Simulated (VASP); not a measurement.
Input of a VASP 6.6.1 run:

INCAR

```
SYSTEM = TiC3
  PREC = Accurate
  ENCUT = 600
  EDIFF = 1E-6
  ISMEAR = 0
  SIGMA = 0.1
  LREAL = .False.
  LASPH = .True.
  NELM = 100
  ALGO = Normal
  ISIF = 3
  LWAVE = .False.
  LCHARG = .False.
  GGA = PE
  IBRION = 2
  NSW = 90
  EDIFFG = -0.04
```

Contents of KPOINTS:

```
regular mesh
0
Gamma
  6 6 6
  0 0 0
```

File POSCAR:

```
TiC3
1.0
    3.7087579100      0.0000000000      0.0000000000
    0.0000000000      3.7087579100      0.0000000000
    0.0000000000      0.0000000000      3.7087579100
Ti C
1 3
Direct
    0.0000000000      0.0000000000      0.0000000000
    0.5000000000      0.0000000000      0.0000000000
    0.0000000000      0.5000000000      0.0000000000
    0.0000000000      0.0000000000      0.5000000000
```

Potentials or basis: VASP PAW PBE potentials, release 64 (Ti_sv, C).

Launch:

```bash
$ cat potpaw_PBE.64/Ti_sv/POTCAR potpaw_PBE.64/C/POTCAR > POTCAR
$ mpirun -np 1 vasp_std > vasp.out
```

Q: Predict the relaxed cell.

A: a = 4.058 Å, b = 4.058 Å, c = 4.058 Å, α = 90.00°, β = 90.00°, γ = 90.00°.

Q: What does it give for the space group after relaxing (to 0.1 Å)?

A: Pm-3m (No. 221).

Q: Estimate the band gap on the k mesh.

A: Zero (bands 12 and 13 overlap by 3.71 eV).

Q: Estimate the relaxed volume.

A: 16.71 Å³/atom.

Step by step:
| step | energy change (eV) | largest force (eV/Å) | pressure (GPa) | volume (Å³) |
| --- | --- | --- | --- | --- |
| 1 | 0.0000 | 0.0000 | 32.65 | 51.01 |
| 2 | -1.2065 | 0.0000 | -6.41 | 72.71 |
| 3 | -1.3298 | 0.0000 | 0.48 | 66.44 |
| 4 | -1.3305 | 0.0000 | 0.01 | 66.83 |

Caveat: the volume moved by over 15 % at a fixed basis, so the end points are rough.
